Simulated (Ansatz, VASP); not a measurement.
One calculation of NaF, two programs

The input INCAR:

```
ALGO = Normal
EDIFF = 1E-6
ENCUT = 520
GGA = PE
ISIF = 2
ISMEAR = 0
LASPH = T
LCHARG = F
LREAL = F
LWAVE = F
NBANDS = 14
NELM = 100
PREC = Accurate
SIGMA = 0.05
```

File KPOINTS:

```
k-points
0
Gamma
  8 8 8
```

File POSCAR:

```
NaF
1.0
    0.0000000000      2.3233000000      2.3000670000
    2.3233000000      0.0000000000      2.3000670000
    2.3233000000      2.3233000000      0.0000000000
Na F
1 1
Direct
    0.0000000000      0.0000000000      0.0000000000
    0.5000000000      0.5000000000      0.5000000000
```

Input for Ansatz:

```yaml
crystal:
  lattice:
    - [0.0, 2.3233, 2.300067]
    - [2.3233, 0.0, 2.300067]
    - [2.3233, 2.3233, 0.0]
  atoms:
    - { symbol: Na, position: [0.0, 0.0, 0.0] }
    - { symbol: F, position: [0.5, 0.5, 0.5] }
basis:
  ecutwfc: 420
kpoints:
  mp_grid: { grid: [8, 8, 8] }
hamiltonian:
  xc: pbe
scf:
  occupations: { method: gaussian, width: 0.05 }
output:
  forces: true
  stress: true
  eigenvalues: true
```

Change from the starting cell: strain -0.0100 x Voigt [0, 0, 1, 0, 0, 0], atoms carried along.

Alike in both runs: task single point; functional PBE; k mesh 8 × 8 × 8; occupations gaussian, width 0.05 eV; no spin polarisation.

```csv
,VASP,Ansatz
version,VASP 6.6.1,Ansatz 0.2.0
potentials or method,"VASP PAW PBE potentials, release 64 (Na_pv, F), cutoff 520 eV","scalar-relativistic, plane waves, PAW"
valence electrons in the cell,14,16
```

```tsv
	VASP	Ansatz	Ansatz less VASP
gap on the k mesh at the Fermi level (eV)	6.31	6.33	+0.017
least direct gap on the mesh (eV)	6.31	6.33	+0.017
pressure (GPa)	2.1	2.2	+0.13
traceless stress, the component that is largest in VASP (GPa)	0.62	0.60	-0.019
```

VASP's potentials hold 14 valence electrons a cell and Ansatz's 16, so a difference there can come from the potentials and not from the codes.
